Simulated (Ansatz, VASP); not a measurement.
# Zn3GeN in VASP and in Ansatz

```
CELL_PARAMETERS angstrom
4.18938 0.00000 0.00000
0.00000 4.18938 0.00000
0.00000 0.00000 4.18938
ATOMIC_POSITIONS crystal
Zn 0.50000 0.50000 0.00000
Zn 0.50000 0.00000 0.50000
Zn 0.00000 0.50000 0.50000
Ge 0.00000 0.00000 0.00000
N 0.50000 0.50000 0.50000
```

Change from the starting cell: species swapped into the La3AlC type (Pm-3m, No. 221).

Alike in both runs: functional PBE; k mesh 10 × 10 × 10; occupations gaussian, width 0.1 eV; no spin polarisation.

Ansatz relaxed the structure, and its values are those at the end. VASP's run is a single point on that final structure, the one shown.

```csv
,VASP,Ansatz
version,VASP 6.6.1,Ansatz 0.2.0
potentials or method,"VASP PAW PBE potentials, release 64 (Zn, Ge_d, N), cutoff 520 eV","scalar-relativistic, plane waves, PAW"
valence electrons in the cell,55,55
```

```csv
,VASP,Ansatz,Ansatz less VASP
gap on the k mesh at the Fermi level (eV),none,none,-
pressure (GPa),0.4,0.0,-0.40
```

A gap of «none» marks a metal or a gap that the smearing closes. With one functional, cell and mesh, what is left measures potentials, basis and numerics.
